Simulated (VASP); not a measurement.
# ScAl3 (Pm-3m) in VASP: settings compared

ScAl3 is run at these levels: PBE, RPBE, LDA, r2SCAN; tasks: single point.

Program: VASP 6.6.1. These are calculated values, not measurements. Logs are shortened: lines on timing, memory, paths and dates and some standing lists are left out, and cuts for length are marked.

**1. The cell of the first run**

The structure is cubic, space group Pm-3m (No. 221). The conventional cell has a = 4.088 Å, b = 4.088 Å, c = 4.088 Å, α = 90.00°, β = 90.00°, γ = 90.00°. Within 3.8 Å of Sc (site symmetry m-3m) lie 12 Al at 2.89 Å. Al (site symmetry 4/mmm) has 4 Sc at 2.89 Å and 8 Al at 2.89 Å within 3.8 Å.

**2. Single point, PBE**

Input file INCAR:

```
SYSTEM = ScAl3
ALGO     = Normal         ! electronic algorithm
EDIFF    = 1E-6           ! SCF threshold, eV
ENCUT    = 520            ! plane-wave cutoff, eV
GGA      = PE             ! functional
ISIF     = 2              ! what is computed and relaxed
ISMEAR   = 1              ! smearing method
LASPH    = .TRUE.         ! aspherical terms in the spheres
LCHARG   = .TRUE.         ! write CHGCAR
LELF     = .TRUE.         ! ELF
LREAL    = .FALSE.        ! projectors in reciprocal space
LVHAR    = .TRUE.       
LWAVE    = .FALSE.        ! write WAVECAR
NBANDS   = 18             ! bands
NELM     = 100            ! most SCF steps
PREC     = Accurate       ! precision mode
SIGMA    = 0.1            ! smearing width, eV
```

Input file KPOINTS:

```
k-points
0
G
  6 6 6
  0 0 0
```

Input file POSCAR:

```
ScAl3
1.0
    4.0878000000      0.0000000000      0.0000000000
    0.0000000000      4.0878000000      0.0000000000
    0.0000000000      0.0000000000      4.0878000000
Sc Al
1 3
Direct
    0.0000000000      0.0000000000      0.0000000000
    0.5000000000      0.0000000000      0.5000000000
    0.0000000000      0.5000000000      0.5000000000
    0.5000000000      0.5000000000      0.0000000000
```

Potentials or basis: VASP PAW PBE potentials, release 64 (Sc_sv, Al).

Run with:

```
> cat potpaw_PBE.64/Sc_sv/POTCAR potpaw_PBE.64/Al/POTCAR > POTCAR
> mpirun -np 1 vasp_std > vasp.out
```

OUTCAR:

```text
SYSTEM = ScAl3
   EDIFF = 1E-6
   ENCUT = 520
   GGA = PE
   ISIF = 2
   ISMEAR = 1
   LASPH = .TRUE.
   LREAL = .FALSE.
   NELM = 100
   PREC = Accurate

 ion  position               nearest neighbor table
   1  0.000  0.000  0.000-   2 2.89   3 2.89   4 2.89   2 2.89   3 2.89   3 2.89   4 2.89   3 2.89
                             2 2.89   4 2.89   2 2.89   4 2.89
   2  0.500  0.000  0.500-   1 2.89   3 2.89   4 2.89   1 2.89   4 2.89   3 2.89   4 2.89   4 2.89
                             1 2.89   3 2.89   1 2.89   3 2.89
   3  0.000  0.500  0.500-   1 2.89   2 2.89   4 2.89   1 2.89   4 2.89   1 2.89   2 2.89   1 2.89
                             2 2.89   4 2.89   4 2.89   2 2.89
   4  0.500  0.500  0.000-   1 2.89   2 2.89   3 2.89   2 2.89   3 2.89   1 2.89   2 2.89   2 2.89
                             1 2.89   3 2.89   3 2.89   1 2.89

  LATTYP: Found a simple cubic cell.
 ALAT       =     4.0878000000

  Lattice vectors:

 A1 = (   4.0878000000,   0.0000000000,   0.0000000000)
 A2 = (   0.0000000000,   4.0878000000,   0.0000000000)
 A3 = (   0.0000000000,   0.0000000000,   4.0878000000)

Analysis of symmetry for initial positions (statically):
=====================================================================
 Subroutine PRICEL returns:
 Original cell was already a primitive cell.

 Routine SETGRP: Setting up the symmetry group for a
 simple cubic supercell.

 Subroutine GETGRP returns: Found 48 space group operations
[... 9 lines left out ...]

 Routine SETGRP: Setting up the symmetry group for a
 simple cubic supercell.

 Subroutine GETGRP returns: Found 48 space group operations
[... 11 lines left out ...]
                                     Primitive cell

  volume of cell :      68.3076

  direct lattice vectors                    reciprocal lattice vectors
     4.087800000  0.000000000  0.000000000     0.244630364  0.000000000  0.000000000
     0.000000000  4.087800000  0.000000000     0.000000000  0.244630364  0.000000000
     0.000000000  0.000000000  4.087800000     0.000000000  0.000000000  0.244630364

  length of vectors
     4.087800000  4.087800000  4.087800000     0.244630364  0.244630364  0.244630364

  position of ions in fractional coordinates (direct lattice)
     0.000000000  0.000000000  0.000000000
     0.500000000  0.000000000  0.500000000
     0.000000000  0.500000000  0.500000000
     0.500000000  0.500000000  0.000000000

  ion indices of the primitive-cell ions
   primitive index   ion index
                 1           1
                 2           2
                 3           3
                 4           4

----------------------------------------------------------------------------------------

 KPOINTS: k-points

Automatic generation of k-mesh.
 Grid dimensions read from file:
 generate k-points for:    6    6    6

 Generating k-lattice:

  Cartesian coordinates                     Fractional coordinates (reciprocal lattice)
     0.040771727  0.000000000  0.000000000     0.166666667  0.000000000  0.000000000
     0.000000000  0.040771727  0.000000000     0.000000000  0.166666667  0.000000000
     0.000000000  0.000000000  0.040771727     0.000000000  0.000000000  0.166666667

  Length of vectors
     0.040771727  0.040771727  0.040771727

  Shift w.r.t. Gamma in fractional coordinates (k-lattice)
     0.000000000  0.000000000  0.000000000

 Subroutine IBZKPT returns following result:
 ===========================================

 Found     20 irreducible k-points:

 Following reciprocal coordinates:
            Coordinates               Weight
  0.000000  0.000000  0.000000      1.000000
  0.166667  0.000000  0.000000      6.000000
  0.333333  0.000000  0.000000      6.000000
  0.500000  0.000000  0.000000      3.000000
  0.166667  0.166667  0.000000     12.000000
  0.333333  0.166667  0.000000     24.000000
[... 12 lines left out ...]
  0.500000  0.500000  0.333333      6.000000
  0.500000  0.500000  0.500000      1.000000
   k-points           NKPTS =     20   k-points in BZ     NKDIM =     20   number of bands    NBANDS=     18
   number of dos      NEDOS =    301   number of ions     NIONS =      4
   total plane-waves  NPLWV =  27000
   dimension x,y,z NGX =    30 NGY =   30 NGZ =   30
   dimension x,y,z NGXF=    60 NGYF=   60 NGZF=   60
   ions per type =               1   3
   NGX,Y,Z   is equivalent  to a cutoff of  12.20, 12.20, 12.20 a.u.
   NGXF,Y,Z  is equivalent  to a cutoff of  24.40, 24.40, 24.40 a.u.
 SYSTEM =  ScAl3
   PREC   = accura    normal or accurate (medium, high low for compatibility)
   ISTART =      0    job   : 0-new  1-cont  2-samecut
   ICHARG =      2    charge: 1-file 2-atom 10-const
   ISPIN  =      1    spin polarized calculation?
   LNONCOLLINEAR =      F non collinear calculations
   LSORBIT =      F    spin-orbit coupling
   LASPH  =      T    aspherical Exc in radial PAW
   ENCUT  =  520.0 eV  38.22 Ry    6.18 a.u.   7.60  7.60  7.60*2*pi/ulx,y,z
[... 94 lines left out ...]
      1     -41.6953      2.00000
      2     -20.4333      2.00000
      3     -20.3984      2.00000
      4     -20.3984      2.00000
      5      -0.8814      2.00000
      6      -0.0570      2.00000
[... 10 lines left out ...]
     17      11.3080      0.00000
     18      12.4822      0.00000

 k-point     5 :       0.1667    0.1667    0.0000
  band No.  band energies     occupation
      1     -41.6959      2.00000
      2     -20.4087      2.00000
      3     -20.4079      2.00000
      4     -20.3997      2.00000
      5      -2.2493      2.00000
      6       3.1547      2.00000
[... 10 lines left out ...]
     17      12.5989      0.00000
     18      12.6657      0.00000

 k-point     6 :       0.3333    0.1667    0.0000
  band No.  band energies     occupation
      1     -41.6953      2.00000
      2     -20.4242      2.00000
      3     -20.4068      2.00000
      4     -20.3984      2.00000
      5      -1.5232      2.00000
      6       1.4422      2.00000
[... 10 lines left out ...]
     17      11.8571      0.00000
     18      13.0058      0.00000

 k-point     7 :       0.5000    0.1667    0.0000
  band No.  band energies     occupation
      1     -41.6950      2.00000
      2     -20.4322      2.00000
      3     -20.4060      2.00000
      4     -20.3978      2.00000
      5      -0.6780      2.00000
      6       0.1989      2.00000
[... 10 lines left out ...]
     17      11.7364      0.00000
     18      12.9871      0.00000

 k-point     8 :       0.3333    0.3333    0.0000
  band No.  band energies     occupation
      1     -41.6947      2.00000
      2     -20.4226      2.00000
      3     -20.4218      2.00000
      4     -20.3972      2.00000
      5      -0.8419      2.00000
      6       2.0211      2.00000
[... 10 lines left out ...]
     17      11.5881      0.00000
     18      13.5865      0.00000
[... 145 lines left out ...]
     17      12.3321      0.00000
     18      12.9531      0.00000

 k-point    16 :       0.5000    0.5000    0.1667
  band No.  band energies     occupation
      1     -41.6938      2.00000
      2     -20.4277      2.00000
      3     -20.4277      2.00000
      4     -20.4031      2.00000
      5       0.7648      2.00000
      6       1.7832      2.00000
[... 10 lines left out ...]
     17      11.4028      0.00000
     18      13.3778      0.00000

 k-point    17 :       0.3333    0.3333    0.3333
  band No.  band energies     occupation
      1     -41.6938      2.00000
      2     -20.4200      2.00000
      3     -20.4189      2.00000
      4     -20.4189      2.00000
      5       0.0286      2.00000
      6       2.5906      2.00000
[... 10 lines left out ...]
     17      12.1047      0.00000
     18      14.1488      0.00000

 k-point    18 :       0.5000    0.3333    0.3333
  band No.  band energies     occupation
      1     -41.6935      2.00000
      2     -20.4266      2.00000
      3     -20.4187      2.00000
      4     -20.4180      2.00000
      5       0.7400      2.00000
      6       1.6935      2.00000
[... 10 lines left out ...]
     17      11.6892      0.00000
     18      14.5326      0.00000

 k-point    19 :       0.5000    0.5000    0.3333
  band No.  band energies     occupation
      1     -41.6932      2.00000
      2     -20.4255      2.00000
      3     -20.4255      2.00000
      4     -20.4173      2.00000
      5       1.4666      2.00000
      6       2.1716      2.00000
[... 10 lines left out ...]
     17      11.3309      0.00000
     18      15.9271      0.00000

 k-point    20 :       0.5000    0.5000    0.5000
  band No.  band energies     occupation
      1     -41.6929      2.00000
      2     -20.4245      2.00000
      3     -20.4245      2.00000
      4     -20.4245      2.00000
      5       2.4758      2.00000
      6       2.4758      2.00000
[... 10 lines left out ...]
     17      11.3130      0.00000
     18      18.1931      0.00000

------------------------ aborting loop because EDIFF is reached ----------------------------------------

  FORCE on cell =-STRESS in cart. coord.  units (eV):
  Direction    XX          YY          ZZ          XY          YZ          ZX
  --------------------------------------------------------------------------------------
  -------------------------------------------------------------------------------------
  Total        0.4366962      0.4366962      0.4366962      0.0000000      0.0000000     -0.0000000
  in kB       10.2428560     10.2428560     10.2428560      0.0000000      0.0000000     -0.0000000
  external PRESSURE =      10.2428560 kB  Pullay stress =       0.0000000 kB

 VOLUME and BASIS-vectors are now :
 -----------------------------------------------------------------------------
  energy-cutoff  :      520.00
  volume of cell :       68.31
      direct lattice vectors                 reciprocal lattice vectors
     4.087800000  0.000000000  0.000000000     0.244630364  0.000000000  0.000000000
     0.000000000  4.087800000  0.000000000     0.000000000  0.244630364  0.000000000
     0.000000000  0.000000000  4.087800000     0.000000000  0.000000000  0.244630364

 POSITION                                       TOTAL-FORCE (eV/Angst)
 -----------------------------------------------------------------------------------
      0.00000      0.00000      0.00000         0.000000      0.000000      0.000000
      2.04390      0.00000      2.04390         0.000000      0.000000      0.000000
      0.00000      2.04390      2.04390         0.000000      0.000000      0.000000
      2.04390      2.04390      0.00000         0.000000      0.000000      0.000000
 -----------------------------------------------------------------------------------
    total drift:                                0.000000     -0.000000      0.000000

  FREE ENERGIE OF THE ION-ELECTRON SYSTEM (eV)
  ---------------------------------------------------
  free  energy   TOTEN  =       -19.2808119352 eV

  energy  without entropy=      -19.2796464774  energy(sigma->0) =      -19.28042345
```

Run time: 13 s. Hardware: 1 thread of Intel Xeon Platinum 8488C (Sapphire Rapids), shared host; peak memory 0.17 GiB.

Results:

* Free energy: -19.2808 eV
* Pressure: 1.0 GPa
* Band gap on the k mesh: zero (band 10 reaches 8.14 eV, above the bottom of band 11 at 4.31 eV)

**3. Single point, RPBE**

Input file INCAR:

```
SYSTEM = ScAl3
PREC = Accurate ; ENCUT = 520
EDIFF = 1E-6 ; ISMEAR = 1
SIGMA = 0.1 ; LREAL = .False.
LASPH = .True. ; NELM = 60
ALGO = Normal ; ISIF = 2
LWAVE = .False. ; LCHARG = .True.
GGA = RP ; LELF = .True.
LVHAR = .True. ; NBANDS = 18
```

Input file KPOINTS:

```
Automatic mesh
0
Gamma
  6 6 6
  0 0 0
```

POSCAR is that of step 2.

Potentials or basis: VASP PAW PBE potentials, release 64 (Sc_sv, Al).

Run with:

```
> cat potpaw_PBE.64/Sc_sv/POTCAR potpaw_PBE.64/Al/POTCAR > POTCAR
> mpirun -np 1 vasp_std > vasp.out
```

Wall time 14 s (1 thread of Intel Xeon Platinum 8488C (Sapphire Rapids), shared host); peak memory 0.17 GiB.

The run converged. Its results:

```yaml
Free_energy: -18.1633 eV
Pressure: 3.0 GPa
Band_gap_on_the_k_mesh: zero (band 10 reaches 8.31 eV, above the bottom of band 11 at 4.39 eV)
```

Levels at points of the mesh, in eV from the Fermi level:
| k point | band 6 | band 7 | band 8 | band 9 | band 10 | band 11 | band 12 | band 13 | band 14 | band 15 |
| --- | --- | --- | --- | --- | --- | --- | --- | --- | --- | --- |
| (0.00, 0.00, 0.00) | -2.74 | -2.74 | -1.96 | -1.96 | -1.96 | 1.12 | 1.18 | 1.18 | 1.18 | 4.72 |
| (0.50, 0.00, 0.00) | -7.47 | -1.85 | -1.85 | -1.61 | 0.81 | 0.85 | 0.85 | 1.20 | 1.52 | 2.08 |
| (0.50, 0.50, 0.00) | -5.77 | -5.77 | -4.51 | -0.67 | -0.67 | 1.06 | 1.26 | 1.98 | 2.41 | 3.31 |
| (0.50, 0.50, 0.50) | -4.91 | -4.91 | -4.62 | -3.12 | -3.12 | -3.12 | 0.83 | 2.52 | 2.52 | 3.93 |

Caveat: the PAW data sets were made with another functional, which shifts forces and pressure a little.

**4. Single point, LDA**

Input file INCAR:

```
SYSTEM = ScAl3
PREC = Accurate ; ENCUT = 520
EDIFF = 1E-7 ; ISMEAR = 1
SIGMA = 0.1 ; LREAL = .FALSE.
LASPH = .TRUE. ; NELM = 60
ALGO = Normal ; ISIF = 2
LWAVE = .FALSE. ; LCHARG = .TRUE.
GGA = CA ; LELF = .TRUE.
LVHAR = .TRUE. ; NBANDS = 18
```

Input file KPOINTS:

```
Automatic mesh
0
G
  6 6 6
  0 0 0
```

POSCAR is that of step 3.

Potentials or basis: VASP PAW LDA potentials, release 64 (Sc_sv, Al).

Run with:

```
> cat potpaw_LDA.64/Sc_sv/POTCAR potpaw_LDA.64/Al/POTCAR > POTCAR
> mpirun -np 1 vasp_std > vasp.out
```

Wall time 14 s (1 thread of Intel Xeon Platinum 8488C (Sapphire Rapids), shared host); peak memory 0.15 GiB.

It converged, with:

- Free energy: -21.2455 eV
- Pressure: -3.7 GPa
- Band gap on the k mesh: zero (band 10 reaches 7.84 eV, above the bottom of band 11 at 4.16 eV)

Levels at points of the mesh, in eV from the Fermi level:
```
           k point  band 6  band 7  band 8  band 9  band 10  band 11  band 12  band 13  band 14  band 15
(0.00, 0.00, 0.00)   -2.77   -2.77   -1.90   -1.90    -1.90     1.14     1.14     1.14     1.18     4.54
(0.50, 0.00, 0.00)   -7.42   -1.83   -1.83   -1.60     0.66     0.91     0.91     1.29     1.47     1.98
(0.50, 0.50, 0.00)   -5.72   -5.72   -4.45   -0.68    -0.68     1.11     1.23     1.90     2.30     3.30
(0.50, 0.50, 0.50)   -4.93   -4.93   -4.53   -3.02    -3.02    -3.02     0.83     2.41     2.41     3.86
```

**5. Single point, r2SCAN**

POSCAR is that of step 4.

Input file INCAR.step1:

```
SYSTEM = ScAl3
PREC     = Accurate       ! precision mode
ENCUT    = 520            ! plane-wave cutoff, eV
ISMEAR   = 1              ! smearing method
SIGMA    = 0.1            ! smearing width, eV
LREAL    = .FALSE.        ! projectors in reciprocal space
LASPH    = .TRUE.         ! aspherical terms in the spheres
NELM     = 100            ! most SCF steps
NBANDS   = 18             ! bands
GGA      = PE             ! functional
ALGO     = Normal         ! electronic algorithm
EDIFF    = 1E-4           ! SCF threshold, eV
LWAVE    = .TRUE.         ! write WAVECAR
LCHARG   = .FALSE.        ! write CHGCAR
```

Input file INCAR.step2:

```
SYSTEM = ScAl3
PREC     = Accurate       ! precision mode
ENCUT    = 520            ! plane-wave cutoff, eV
EDIFF    = 1E-6           ! SCF threshold, eV
ISMEAR   = 1              ! smearing method
SIGMA    = 0.1            ! smearing width, eV
LREAL    = .FALSE.        ! projectors in reciprocal space
LASPH    = .TRUE.         ! aspherical terms in the spheres
NELM     = 100            ! most SCF steps
ALGO     = Normal         ! electronic algorithm
ISIF     = 2              ! what is computed and relaxed
LWAVE    = .FALSE.        ! write WAVECAR
LCHARG   = .FALSE.        ! write CHGCAR
METAGGA  = R2SCAN         ! meta-GGA
LMIXTAU  = .TRUE.       
NBANDS   = 18             ! bands
ISTART   = 1
```

Input file KPOINTS:

```
regular mesh
0
G
  6 6 6
  0 0 0
```

Potentials or basis: VASP PAW PBE potentials, release 64 (Sc_sv, Al).

Run with:

```
> cat potpaw_PBE.64/Sc_sv/POTCAR potpaw_PBE.64/Al/POTCAR > POTCAR
> cp INCAR.step1 INCAR
> mpirun -np 1 vasp_std > vasp.out
> cp INCAR.step2 INCAR
> mpirun -np 1 vasp_std > vasp.out
```

It took 51 s on 1 thread of Intel Xeon Platinum 8488C (Sapphire Rapids), shared host; peak memory 0.18 GiB.

The run converged. Its results:

- Free energy: -33.4947 eV
- Pressure: -0.3 GPa
- Band gap on the k mesh: zero (band 10 reaches 8.29 eV, above the bottom of band 11 at 4.03 eV)

Levels at points of the mesh, in eV from the Fermi level:
```csv
k point,band 6,band 7,band 8,band 9,band 10,band 11,band 12,band 13,band 14,band 15
"(0.00, 0.00, 0.00)",-2.86,-2.86,-2.15,-2.15,-2.15,1.19,1.27,1.27,1.27,5.15
"(0.50, 0.00, 0.00)",-7.93,-1.99,-1.99,-1.72,0.84,0.84,1.05,1.21,1.65,2.30
"(0.50, 0.50, 0.00)",-6.12,-6.12,-4.83,-0.71,-0.71,1.07,1.38,2.18,2.65,3.51
"(0.50, 0.50, 0.50)",-5.14,-5.14,-4.95,-3.41,-3.41,-3.41,0.92,2.76,2.76,4.21
```

Caveat: the PAW data sets were made with another functional, which shifts forces and pressure a little.

**6. Summary**

```csv
level,potentials or basis,gap on the mesh (eV),pressure (GPa)
PBE,"VASP PAW PBE potentials, release 64 (Sc_sv, Al)",none,1.0
RPBE,"VASP PAW PBE potentials, release 64 (Sc_sv, Al)",none,3.0
LDA,"VASP PAW LDA potentials, release 64 (Sc_sv, Al)",none,-3.7
r2SCAN,"VASP PAW PBE potentials, release 64 (Sc_sv, Al)",none,-0.3
```

Alike in all rows: task single point; no spin polarisation; cell as given; k mesh 6 × 6 × 6; cutoff (eV) 520; smearing methfessel-paxton 0.1 eV.

Caveats: the PAW data sets were made with another functional, which shifts forces and pressure a little (some runs).

Absolute energies hang on the potentials; compare differences alone.
